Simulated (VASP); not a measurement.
SiC, 4 atoms in the cell. Symmetry: P6_3mc, No. 186, hexagonal system. Conventional cell: a = 3.089 Å, b = 3.089 Å, c = 5.491 Å, α = 90.00°, β = 90.00°, γ = 120.00°. Within 2.5 Å of Si (site symmetry 3m) lie 4 C at 1.91 to 2.05 Å. C (site symmetry 3m) has 4 Si at 1.91 to 2.05 Å within 2.5 Å. 

* Program: VASP 6.6.1
* Task: single point
* Functional: PBE
* Potentials or basis: VASP PAW PBE potentials, release 64 (Si, C)
* Cutoff: 520 eV
* k mesh: 12 × 12 × 6
* Occupations: gaussian, width 0.05 eV
* Spin: no spin polarisation
* Dipole correction: no
* Further INCAR settings: ALGO = Normal; EDIFF = 1e-06; NBANDS = 16

Potentials or basis: VASP PAW PBE potentials, release 64 (Si, C).

Command:

```console
$ cat potpaw_PBE.64/Si/POTCAR potpaw_PBE.64/C/POTCAR > POTCAR
$ mpirun -np 1 vasp_std > vasp.out
```

Hardware: 1 thread of Intel(R) Xeon(R) Platinum 8488C (Sapphire Rapids) (shared host).

Problem. Estimate the wall time of this run.

Solution. Wall time 26 s on 1 thread of Intel(R) Xeon(R) Platinum 8488C (Sapphire Rapids), on a shared host, peak memory 0.18 GiB. Counts: scf iterations 12, k points 76.
